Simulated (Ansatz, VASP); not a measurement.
**B: VASP beside Ansatz**

```
B
1.0
     2.43831    1.40776    4.16620
    -2.43831    1.40776    4.16620
     0.00000   -2.81551    4.16620
B
12
Direct
  0.01060 0.65384 0.01060
  0.01060 0.01060 0.65384
  0.65384 0.01060 0.01060
  0.98940 0.34616 0.98940
  0.34616 0.98940 0.98940
  0.98940 0.98940 0.34616
  0.22158 0.62982 0.22158
  0.22158 0.22158 0.62982
  0.62982 0.22158 0.22158
  0.77842 0.37018 0.77842
  0.37018 0.77842 0.77842
  0.77842 0.77842 0.37018
```

Alike in both runs: functional PBEsol; k mesh 7 × 7 × 7; occupations fermi-dirac, width 0.02 eV; no spin polarisation.

Ansatz relaxed the structure, and its values are those at the end. VASP's run is a single point on that final structure, the one shown.

|  | VASP | Ansatz |
| --- | --- | --- |
| version | VASP 6.6.1 | Ansatz 0.2.0 |
| potentials or method | VASP PAW PBE potentials, release 64 (B) | plane-wave PAW, scalar-relativistic |
| plane-wave cutoff (eV) | 500 | 420 |
| valence electrons in the cell | 36 | 36 |

```tsv
	VASP	Ansatz	Ansatz less VASP
gap on the k mesh at the Fermi level (eV)	1.36	1.36	+0.004
pressure (GPa)	0.4	0.0	-0.43
rms of the force components (eV/Å)	0.016	0.001	-0.0144
```

VASP's potentials were made for PBE, not for PBEsol, and Ansatz warns of the same on its side.
